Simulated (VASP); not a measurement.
Runs of VASP 6.6.1 on Se. The structure is that of space group P3_221 (No. 154), or close to it. The cells are those of the table. 

| task | cell | cutoff (eV) | gap on the mesh (eV) | pressure (GPa) | largest force (eV/Å) |
| --- | --- | --- | --- | --- | --- |
| single point | a = 4.266, b = 4.266, c = 4.848 Å, angles 90.0, 90.0, 120.0°, 3 atoms | 520 | 1.11 | 7.8 | 1.91 |
| electric field gradients | a = 4.355, b = 4.374, c = 4.950 Å, angles 90.2, 90.6, 120.4°, 3 atoms | 400 | 1.03 | 3.1 | (b) |
| electric field gradients | a = 4.312, b = 4.312, c = 4.949 Å, angles 90.0, 90.0, 120.0°, 3 atoms | 520 | 1.01 | 4.2 | 1.29 |
| electric field gradients | a = 4.355, b = 4.355, c = 5.048 Å, angles 90.0, 90.0, 120.0°, 3 atoms | 520 | (a) | 1.4 | 0.78 |
| single point | a = 4.355, b = 4.355, c = 4.949 Å, angles 90.0, 90.0, 120.0°, 3 atoms | 520 | 1.05 | 3.1 | 1.07 |

Alike in all rows: level PBEsol; potentials or basis VASP PAW PBE potentials, release 64 (Se); no spin polarisation; k mesh 8 × 8 × 6; smearing fermi-dirac 0.02 eV.

Task: Fill in the values left out.

Result: (a) 0.92; (b) 1.13.

Caveats: the PAW data sets were made with another functional, which shifts forces and pressure a little.

A k mesh can miss the band edges, and the runs leave out spin-orbit coupling on Se.
